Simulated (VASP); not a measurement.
# SiC (P6_3mc) in VASP: single point with PBE

Aim: the single point of SiC with PBE.

All numbers are computed with VASP 6.6.1; they aren't measurements. Logs are shortened: lines on timing, memory, paths and dates and some standing lists are left out, and cuts for length are marked.

## (1) The cell of the first run

Symmetry: P6_3mc, No. 186, hexagonal system. Conventional cell: a = 3.094 Å, b = 3.094 Å, c = 10.129 Å, α = 90.00°, β = 90.00°, γ = 120.00°. Si (site symmetry 3m) has 4 C at 1.90 Å within 2.5 Å. Within 2.5 Å of Si (site symmetry 3m) lie 4 C at 1.89 to 1.90 Å. Within 2.5 Å of C (site symmetry 3m) lie 4 Si at 1.89 to 1.90 Å. Within 2.5 Å of C (site symmetry 3m) lie 4 Si at 1.90 Å.

## (2) Single point, PBE

Input file INCAR:

```
PREC = Accurate
ENCUT = 520
EDIFF = 1E-6
ISMEAR = 0
SIGMA = 0.01
LREAL = F
LASPH = T
NELM = 80
ALGO = Normal
ISIF = 2
LWAVE = F
LCHARG = T
GGA = PE
LELF = T
LVHAR = T
NBANDS = 26
```

Input file KPOINTS:

```
regular mesh
0
Gamma
  10 10 3
```

Input file POSCAR:

```
SiC
1.0
    3.0941284111      0.0000000000      0.0000000000
   -1.5470642055      2.6795938066      0.0000000000
    0.0000000000      0.0000000000     10.1292972169
Si C
4 4
Direct
    0.6666666667      0.3333333333      0.9378452109
    0.3333333333      0.6666666667      0.4378452109
    0.0000000000      0.0000000000      0.6879001290
    0.0000000000      0.0000000000      0.1879001290
    0.6666666667      0.3333333333      0.7498061339
    0.3333333333      0.6666666667      0.2498061339
    0.0000000000      0.0000000000      0.5004475263
    0.0000000000      0.0000000000      0.0004475263
```

Potentials or basis: VASP PAW PBE potentials, release 64 (Si, C).

Command:

```
$ cat potpaw_PBE.64/Si/POTCAR potpaw_PBE.64/C/POTCAR > POTCAR
$ mpirun -np 1 vasp_std > vasp.out
```

OUTCAR:

```text
PREC = Accurate
   ENCUT = 520
   EDIFF = 1E-6
   ISMEAR = 0
   LREAL = F
   LASPH = T
   NELM = 80
   ISIF = 2
   GGA = PE

 ion  position               nearest neighbor table
   1  0.667  0.333  0.938-   8 1.90   8 1.90   8 1.90   5 1.90   3 3.10   3 3.10   3 3.10   4 3.10
                             4 3.10   4 3.10
   2  0.333  0.667  0.438-   7 1.90   7 1.90   7 1.90   6 1.90   4 3.10   4 3.10   4 3.10   3 3.10
                             3 3.10   3 3.10
   3  0.000  0.000  0.688-   5 1.89   5 1.89   5 1.89   7 1.90   1 3.10   1 3.10   1 3.10   2 3.10
                             2 3.10   2 3.10
   4  0.000  0.000  0.188-   6 1.89   6 1.89   6 1.89   8 1.90   2 3.10   2 3.10   2 3.10   1 3.10
                             1 3.10   1 3.10
   5  0.667  0.333  0.750-   3 1.89   3 1.89   3 1.89   1 1.90
   6  0.333  0.667  0.250-   4 1.89   4 1.89   4 1.89   2 1.90
   7  0.000  0.000  0.500-   2 1.90   2 1.90   2 1.90   3 1.90
   8  0.000  0.000  0.000-   1 1.90   1 1.90   1 1.90   4 1.90

  LATTYP: Found a hexagonal cell.
 ALAT       =     3.0941284111
 C/A-ratio  =     3.2737158486

  Lattice vectors:

 A1 = (   3.0941284111,   0.0000000000,   0.0000000000)
 A2 = (  -1.5470642055,   2.6795938066,   0.0000000000)
 A3 = (   0.0000000000,   0.0000000000,  10.1292972169)

Analysis of symmetry for initial positions (statically):
=====================================================================
 Subroutine PRICEL returns:
 Original cell was already a primitive cell.

 Routine SETGRP: Setting up the symmetry group for a
 hexagonal supercell.

 Subroutine GETGRP returns: Found 12 space group operations
 (whereof  6 operations were pure point group operations)
 out of a pool of 24 trial point group operations.

The static configuration has the point symmetry C_3v.
 The point group associated with its full space group is C_6v.

Analysis of symmetry for dynamics (positions and initial velocities):
=====================================================================
 Subroutine PRICEL returns:
 Original cell was already a primitive cell.

 Routine SETGRP: Setting up the symmetry group for a
 hexagonal supercell.

 Subroutine GETGRP returns: Found 12 space group operations
 (whereof  6 operations were pure point group operations)
 out of a pool of 24 trial point group operations.

The dynamic configuration has the point symmetry C_3v.
 The point group associated with its full space group is C_6v.

 Subroutine INISYM returns: Found 12 space group operations
 (whereof  6 operations are pure point group operations),
 and found     1 'primitive' translations

----------------------------------------------------------------------------------------

                                     Primitive cell

  volume of cell :      83.9821

  direct lattice vectors                    reciprocal lattice vectors
     3.094128411  0.000000000  0.000000000     0.323192792  0.186595445  0.000000000
    -1.547064205  2.679593807  0.000000000     0.000000000  0.373190891  0.000000000
     0.000000000  0.000000000 10.129297217     0.000000000  0.000000000  0.098723532

  length of vectors
     3.094128411  3.094128411 10.129297217     0.373190891  0.373190891  0.098723532

  position of ions in fractional coordinates (direct lattice)
     0.666666667  0.333333333  0.937845211
     0.333333333  0.666666667  0.437845211
     0.000000000  0.000000000  0.687900129
     0.000000000  0.000000000  0.187900129
     0.666666667  0.333333333  0.749806134
     0.333333333  0.666666667  0.249806134
     0.000000000  0.000000000  0.500447526
     0.000000000  0.000000000  0.000447526

  ion indices of the primitive-cell ions
   primitive index   ion index
                 1           1
                 2           2
                 3           3
                 4           4
                 5           5
                 6           6
                 7           7
                 8           8

----------------------------------------------------------------------------------------

 KPOINTS: regular mesh

Automatic generation of k-mesh.
 Grid dimensions read from file:
 generate k-points for:   10   10    3

 Generating k-lattice:

  Cartesian coordinates                     Fractional coordinates (reciprocal lattice)
     0.032319279  0.018659545  0.000000000     0.100000000  0.000000000  0.000000000
     0.000000000  0.037319089  0.000000000     0.000000000  0.100000000  0.000000000
     0.000000000  0.000000000  0.032907844     0.000000000  0.000000000  0.333333333

  Length of vectors
     0.037319089  0.037319089  0.032907844

  Shift w.r.t. Gamma in fractional coordinates (k-lattice)
     0.000000000  0.000000000  0.000000000

 Subroutine IBZKPT returns following result:
 ===========================================

 Found     28 irreducible k-points:

 Following reciprocal coordinates:
            Coordinates               Weight
  0.000000  0.000000  0.000000      1.000000
  0.100000  0.000000  0.000000      6.000000
  0.200000  0.000000  0.000000      6.000000
  0.300000  0.000000  0.000000      6.000000
  0.400000  0.000000  0.000000      6.000000
  0.500000  0.000000  0.000000      3.000000
[... 16 lines left out ...]
  0.300000  0.100000  0.333333     24.000000
  0.400000  0.100000  0.333333     24.000000
 [... further k-points ...]
   k-points           NKPTS =     28   k-points in BZ     NKDIM =     28   number of bands    NBANDS=     26
   number of dos      NEDOS =    301   number of ions     NIONS =      8
   total plane-waves  NPLWV =  46080
   dimension x,y,z NGX =    24 NGY =   24 NGZ =   80
   dimension x,y,z NGXF=    48 NGYF=   48 NGZF=  160
   ions per type =               4   4
   NGX,Y,Z   is equivalent  to a cutoff of  12.90, 12.90, 13.13 a.u.
   NGXF,Y,Z  is equivalent  to a cutoff of  25.79, 25.79, 26.26 a.u.
 SYSTEM =  unknown system
   PREC   = accura    normal or accurate (medium, high low for compatibility)
   ISTART =      0    job   : 0-new  1-cont  2-samecut
   ICHARG =      2    charge: 1-file 2-atom 10-const
   ISPIN  =      1    spin polarized calculation?
   LNONCOLLINEAR =      F non collinear calculations
   LSORBIT =      F    spin-orbit coupling
   LASPH  =      T    aspherical Exc in radial PAW
   ENCUT  =  520.0 eV  38.22 Ry    6.18 a.u.   5.75  5.75 18.83*2*pi/ulx,y,z
   NELM   =     80;   NELMIN=  2; NELMDL= -5     # of ELM steps
   EDIFF  = 0.1E-05   stopping-criterion for ELM
   LREAL  =      F    real-space projection
   EDIFFG = 0.1E-04   stopping-criterion for IOM
   NSW    =      0    number of steps for IOM
   IBRION =     -1    ionic relax: 0-MD 1-quasi-New 2-CG
   NFREE  =      0    steps in history (QN), initial steepest desc. (CG)
   ISIF   =      2    stress and relaxation
   ISYM   =      2    0-nonsym 1-usesym 2-fastsym
   POTIM  = 0.5000    time-step for ionic-motion
   TEBEG  =    0.0;   TEEND  =   0.0 temperature during run
   PSTRESS=    0.0 pullay stress
   NELECT =      32.0000    total number of electrons
   NUPDOWN=      -1.0000    fix difference up-down
   EMIN   =  10.00;   EMAX   =-10.00  energy-range for DOS
   EFERMI =   0.00;   METHOD = LEGACY
   ISMEAR =     0;   SIGMA  =   0.01  broadening in eV -4-tet -1-fermi 0-gaus
   EFERMI_NEDOS =   21; number of points for ismear=-14 and -15
   IALGO  =     38    algorithm
   IMIX   =      4    mixing-type and parameters
     AMIX     =   0.40;   BMIX     =  1.00
     AMIX_MAG =   1.60;   BMIX_MAG =  1.00
  volume/ion in A,a.u.               =      10.50        70.84
  Fermi-wavevector in a.u.,A,eV,Ry     =   1.186850  2.242822 19.165353  1.408614
  Thomas-Fermi vector in A             =   2.323014
   LORBIT       =      0    0 simple, 1 ext, 2 COOP (PROOUT), +10 PAW based schemes
   GGA     = PE    functional components
   LHFCALC =     F    Hartree Fock is set to
   AEXX    =    0.0000 exact exchange contribution
   IVDW    =     0    specifies the selected vdW correction
   LEPSILON=     F    determine dielectric tensor
   LRPA    =     F    only Hartree local field effects (RPA)
 non-spin polarized calculation
 Gauss-broadening in eV      SIGMA  =   0.01
  energy-cutoff  :      520.00
  volume of cell :       83.98
 maximum number of plane-waves:      2284
 NGX is ok and might be reduce to    24
   NGX = 11   NGY = 11   NGZ = 37

 number of electron      32.0000001 magnetization

 Free energy of the ion-electron system (eV)
  ---------------------------------------------------
  ext. energy  EPLUGINS =         0.00000000
  ---------------------------------------------------
  free energy    TOTEN  =       -60.24877660 eV

  energy without entropy =      -60.24877660  energy(sigma->0) =      -60.24877660

 E-fermi :   8.0813     XC(G=0): -11.2898

 val. band max:        8.0108080955   @ k =   0.0000   0.0000   0.0000
 cond. band min:      10.2337315501   @ k =   0.5000   0.0000   0.0000
 fundamental gap:      2.2229234547
 Fermi energy:         8.0813151182

 k-point     1 :       0.0000    0.0000    0.0000
  band No.  band energies     occupation
      1      -7.3547      2.00000
      2      -6.1916      2.00000
      3      -6.1558      2.00000
      4      -3.8427      2.00000
      5      -0.5167      2.00000
      6       3.6584      2.00000
[... 18 lines left out ...]
     25      15.2995      0.00000
     26      15.9842      0.00000

 k-point     2 :       0.1000    0.0000    0.0000
  band No.  band energies     occupation
      1      -7.1832      2.00000
      2      -6.0259      2.00000
      3      -5.9893      2.00000
      4      -3.6981      2.00000
      5      -0.3607      2.00000
      6       3.7049      2.00000
[... 18 lines left out ...]
     25      15.5204      0.00000
     26      15.7587      0.00000

 k-point     3 :       0.2000    0.0000    0.0000
  band No.  band energies     occupation
      1      -6.6752      2.00000
      2      -5.5380      2.00000
      3      -5.4984      2.00000
      4      -3.2849      2.00000
      5       0.0840      2.00000
      6       3.4641      2.00000
[... 18 lines left out ...]
     25      16.0186      0.00000
     26      16.3830      0.00000

 k-point     4 :       0.3000    0.0000    0.0000
  band No.  band energies     occupation
      1      -5.8558      2.00000
      2      -4.7659      2.00000
      3      -4.7188      2.00000
      4      -2.7016      2.00000
      5       0.6412      2.00000
      6       1.9155      2.00000
[... 18 lines left out ...]
     25      16.5381      0.00000
     26      16.9832      0.00000

 k-point     5 :       0.4000    0.0000    0.0000
  band No.  band energies     occupation
      1      -4.8031      2.00000
      2      -3.8515      2.00000
      3      -3.7764      2.00000
      4      -2.3367      2.00000
      5       0.1997      2.00000
      6       0.5796      2.00000
[... 18 lines left out ...]
     25      16.6602      0.00000
     26      17.1833      0.00000

 k-point     6 :       0.5000    0.0000    0.0000
  band No.  band energies     occupation
      1      -3.9878      2.00000
      2      -3.4558      2.00000
      3      -3.2113      2.00000
      4      -2.4822      2.00000
      5      -0.4549      2.00000
      6      -0.1653      2.00000
[... 427 lines left out ...]
 k-point    21 :       0.1000    0.1000    0.3333
  band No.  band energies     occupation
      1      -6.7108      2.00000
      2      -6.3178      2.00000
      3      -4.8382      2.00000
      4      -3.9241      2.00000
      5       0.6383      2.00000
      6       2.0944      2.00000
[... 18 lines left out ...]
     25      15.9777      0.00000
     26      16.0403      0.00000

 k-point    22 :       0.2000    0.1000    0.3333
  band No.  band energies     occupation
      1      -6.0486      2.00000
      2      -5.6649      2.00000
      3      -4.2339      2.00000
      4      -3.3715      2.00000
      5       1.0369      2.00000
      6       2.0761      2.00000
[... 18 lines left out ...]
     25      16.2636      0.00000
     26      16.5135      0.00000

 k-point    23 :       0.3000    0.1000    0.3333
  band No.  band energies     occupation
      1      -5.1085      2.00000
      2      -4.7473      2.00000
      3      -3.4431      2.00000
      4      -2.7237      2.00000
      5       0.7579      2.00000
      6       1.0361      2.00000
[... 18 lines left out ...]
     25      16.2136      0.00000
     26      17.2036      0.00000

 k-point    24 :       0.4000    0.1000    0.3333
  band No.  band energies     occupation
      1      -4.0656      2.00000
      2      -3.7810      2.00000
      3      -2.8926      2.00000
      4      -2.5256      2.00000
      5      -0.0594      2.00000
      6       0.2818      2.00000
[... 18 lines left out ...]
     25      15.8770      0.00000
     26      16.7803      0.00000

 [... further k-points ...]
[... 5 lines left out ...]
  --------------------------------------------------------------------------------------
  -------------------------------------------------------------------------------------
  Total       -0.0272389     -0.0272389     -0.0235549     -0.0000000      0.0000000      0.0000000
  in kB       -0.5196528     -0.5196528     -0.4493703     -0.0000000      0.0000000      0.0000000
  external PRESSURE =      -0.4962253 kB  Pullay stress =       0.0000000 kB

 VOLUME and BASIS-vectors are now :
 -----------------------------------------------------------------------------
  energy-cutoff  :      520.00
  volume of cell :       83.98
      direct lattice vectors                 reciprocal lattice vectors
     3.094128411  0.000000000  0.000000000     0.323192792  0.186595445  0.000000000
    -1.547064205  2.679593807  0.000000000     0.000000000  0.373190891  0.000000000
     0.000000000  0.000000000 10.129297217     0.000000000  0.000000000  0.098723532

 POSITION                                       TOTAL-FORCE (eV/Angst)
 -----------------------------------------------------------------------------------
      1.54706      0.89320      9.49971        -0.000000      0.000000      0.000971
     -0.00000      1.78640      4.43506        -0.000000     -0.000000      0.000971
      0.00000      0.00000      6.96794         0.000000      0.000000     -0.001374
      0.00000      0.00000      1.90330        -0.000000     -0.000000     -0.001374
      1.54706      0.89320      7.59501         0.000000     -0.000000      0.000106
     -0.00000      1.78640      2.53036        -0.000000      0.000000      0.000106
      0.00000      0.00000      5.06918         0.000000      0.000000      0.000297
      0.00000      0.00000      0.00453        -0.000000      0.000000      0.000297
 -----------------------------------------------------------------------------------
    total drift:                                0.000000      0.000000     -0.000924

  FREE ENERGIE OF THE ION-ELECTRON SYSTEM (eV)
  ---------------------------------------------------
  free  energy   TOTEN  =       -60.2487766046 eV

  energy  without entropy=      -60.2487766046  energy(sigma->0) =      -60.24877660
```

Run time: 49 s. Hardware: 1 thread of Intel Xeon Platinum 8488C (Sapphire Rapids), shared host; peak memory 0.21 GiB.

Results:

| Property | Result |
| --- | --- |
| Free energy | -60.2488 eV |
| Pressure | 0.0 GPa |
| Band gap on the k mesh | 2.22 eV, indirect (least direct gap 3.34 eV) |

A k mesh can miss the band edges. A hybrid or GW would open this gap; PBE tends to underestimate it.
